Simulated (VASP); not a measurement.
Input of a VASP 6.6.1 run:

Contents of POSCAR:

```
La3Mg
1.0
    5.1390950000      0.0000000000      0.0000000000
    0.0000000000      5.1390950000      0.0000000000
    0.0000000000      0.0000000000      5.1390950000
La Mg
3 1
Direct
    0.5039703668      0.5008106445      0.0027333851
    0.4991448460      0.0017154649      0.5040316947
    0.0017104491      0.4938782883      0.4910217457
    0.0043237861     -0.0068104753     -0.0007265284
```

Contents of INCAR.step1:

```
PREC = Accurate ; ENCUT = 520
ISMEAR = -1 ; SIGMA = 0.1
LREAL = F ; LASPH = T
NELM = 100 ; NBANDS = 26
GGA = PE ; ALGO = Normal
EDIFF = 1E-4 ; LWAVE = T
LCHARG = F
```

File INCAR.step2:

```
PREC = Accurate ; ENCUT = 520
EDIFF = 1E-6 ; ISMEAR = -1
SIGMA = 0.1 ; LREAL = F
LASPH = T ; NELM = 100
ALGO = Normal ; ISIF = 2
LWAVE = F ; LCHARG = T
METAGGA = R2SCAN ; LMIXTAU = T
LELF = T ; LVHAR = T
NBANDS = 26 ; ISTART = 1
```

File KPOINTS:

```
Automatic mesh
0
Gamma
  3 3 3
```

Potentials or basis: VASP PAW PBE potentials, release 64 (La, Mg).

Launch:

```console
$ cat potpaw_PBE.64/La/POTCAR potpaw_PBE.64/Mg/POTCAR > POTCAR
$ cp INCAR.step1 INCAR
$ mpirun -np 1 vasp_std > vasp.out
$ cp INCAR.step2 INCAR
$ mpirun -np 1 vasp_std > vasp.out
```

Predict the largest force.

0.087 eV/Å.

Predict the pressure.

0.0 GPa.

Forces in eV/Å, atoms in the order of the input:
```
La  -0.003 -0.030 -0.053
La   0.035 -0.054 -0.017
La   0.002  0.024  0.084
Mg  -0.035  0.060 -0.014
```

Caveat: the k points lie up to 0.41 Å⁻¹ apart; the PAW data sets were made with another functional, which shifts forces and pressure a little.
